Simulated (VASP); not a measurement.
# As2Pt: relaxation of cell and atoms with PBE

The system is As2Pt.

```
As Pt
1.0
     6.00835    0.00000    0.00000
     0.00000    6.00835    0.00000
     0.00000    0.00000    6.00835
As Pt
8 4
Cartesian
  2.3077 2.3077 2.3077
  0.6964 3.7006 5.3119
  5.3119 0.6964 3.7006
  3.7006 5.3119 0.6964
  3.7006 3.7006 3.7006
  5.3119 2.3077 0.6964
  0.6964 5.3119 2.3077
  2.3077 0.6964 5.3119
  0.0000 0.0000 0.0000
  3.0042 0.0000 3.0042
  3.0042 3.0042 0.0000
  0.0000 3.0042 3.0042
```

* Program: VASP 6.6.1
* Task: relaxation of cell and atoms
* Functional: PBE
* Potentials or basis: VASP PAW PBE potentials, release 64 (As, Pt)
* Cutoff: 500 eV
* k mesh: 4 × 4 × 4
* Occupations: gaussian, width 0.1 eV
* Spin: no spin polarisation
* Dipole correction: no
* Further INCAR settings: ALGO = Normal; EDIFF = 1e-07; IBRION = 2; EDIFFG = -0.04; NSW = 60; ISIF = 3

```json
{"Relaxed volume": "18.52 Å³/atom", "Relaxed cell": "a = 6.058 Å, b = 6.058 Å, c = 6.058 Å, α = 90.00°, β = 90.00°, γ = 90.00°", "Space group after relaxing (to 0.05 Å)": "Pa-3 (No. 205)", "Energy gained by relaxing": "5.6 meV/atom", "Ionic steps": "5", "Pressure after relaxing": "0.0 GPa", "Largest force after relaxing": "0.016 eV/Å", "Band gap on the k mesh": "0.32 eV, indirect (least direct gap 0.78 eV)"}
```

Forces on the atoms (eV/Å):
```
As  -0.009 -0.009 -0.009
As   0.009  0.009 -0.009
As  -0.009  0.009  0.009
As   0.009 -0.009  0.009
As   0.009  0.009  0.009
As  -0.009 -0.009  0.009
As   0.009 -0.009 -0.009
As  -0.009  0.009 -0.009
Pt   0.000  0.000  0.000
Pt   0.000  0.000  0.000
Pt   0.000  0.000  0.000
Pt   0.000  0.000  0.000
```

Step by step:
```tsv
step	energy change (eV)	largest force (eV/Å)	pressure (GPa)	volume (Å³)
1	0.0000	0.1946	3.71	216.90
2	0.0476	0.0718	-4.40	230.31
3	-0.0658	0.0682	-0.07	222.52
4	-0.0658	0.0705	-0.01	222.41
5	-0.0668	0.0159	0.05	222.28
```

Final structure:
```
As Pt
1.0
     6.05762    0.00000    0.00000
     0.00000    6.05762    0.00000
     0.00000    0.00000    6.05762
As Pt
8 4
Direct
  0.38342 0.38342 0.38342
  0.11658 0.61658 0.88342
  0.88342 0.11658 0.61658
  0.61658 0.88342 0.11658
  0.61658 0.61658 0.61658
  0.88342 0.38342 0.11658
  0.11658 0.88342 0.38342
  0.38342 0.11658 0.88342
  0.00000 0.00000 0.00000
  0.50000 0.00000 0.50000
  0.50000 0.50000 0.00000
  0.00000 0.50000 0.50000
```

Levels at points of the mesh, in eV from the valence-band top:
| k point | band 38 | band 39 | band 40 | band 41 | band 42 | band 43 |
| --- | --- | --- | --- | --- | --- | --- |
| (0.00, 0.00, 0.00) | -0.72 | -0.72 | -0.72 | 0.78 | 0.78 | 0.78 |
| (0.50, 0.00, 0.00) | -0.98 | -0.62 | -0.62 | 1.65 | 1.65 | 1.78 |
| (0.50, 0.50, 0.00) | -0.33 | -0.33 | -0.33 | 2.04 | 2.04 | 2.04 |
| (0.50, 0.50, 0.50) | -0.46 | -0.46 | -0.46 | 0.32 | 0.32 | 0.32 |

Run time: 3.7 min on 1 thread of Intel(R) Xeon(R) Platinum 8481C CPU @ 2.70GHz (Sapphire Rapids), with other jobs on the host, peak memory 0.38 GiB.

Caveat: spin-orbit coupling is left out, which moves the levels of the heavy elements. A k mesh can miss the band edges.
